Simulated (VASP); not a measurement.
Set up this calculation in VASP 6.6.1, as the native input.

```yaml
Task: single point
Functional: PBE
Potentials_or_basis: VASP PAW PBE potentials, release 64 (Os, O)
Cutoff: 520 eV
k_mesh: 20 × 20 × 20
Occupations: gaussian, width 0.1 eV
Spin: no spin polarisation
Dipole_correction: no
Further_INCAR_settings: ALGO = Normal; EDIFF = 1e-06; NBANDS = 14
```

The structure of OsO lies in POSCAR:

```
OsO
1.0
    2.7908153506      0.0000000000      0.0000000000
    0.0000000000      2.7908153506      0.0000000000
    0.0000000000      0.0000000000      2.7908153506
Os O
1 1
Direct
    0.0000000000      0.0000000000      0.0000000000
    0.5000000000      0.5000000000      0.5000000000
```

The input as run:

INCAR

```
SYSTEM = OsO
PREC = Accurate ; ENCUT = 520
EDIFF = 1E-6 ; ISMEAR = 0
SIGMA = 0.1 ; LREAL = .False.
LASPH = .True. ; NELM = 60
ALGO = Normal ; ISIF = 2
LWAVE = .False. ; LCHARG = .True.
GGA = PE ; LELF = .True.
LVHAR = .True. ; NBANDS = 14
```

KPOINTS

```
Automatic mesh
0
Gamma
  20 20 20
  0 0 0
```

Potentials or basis: VASP PAW PBE potentials, release 64 (Os, O).

Launch:

```bash
$ cat potpaw_PBE.64/Os/POTCAR potpaw_PBE.64/O/POTCAR > POTCAR
$ mpirun -np 1 vasp_std > vasp.out
```

It gave:

```
Pressure               : 0.1 GPa
Band gap on the k mesh : zero (bands 7 and 8 overlap by 3.11 eV)
```

Caveat: spin-orbit coupling is left out, which moves the levels of the heavy elements.

Wall time 36 s on 1 thread of AMD EPYC 9R45 96-Core Processor (Zen 5) (shared host), peak memory 0.18 GiB.
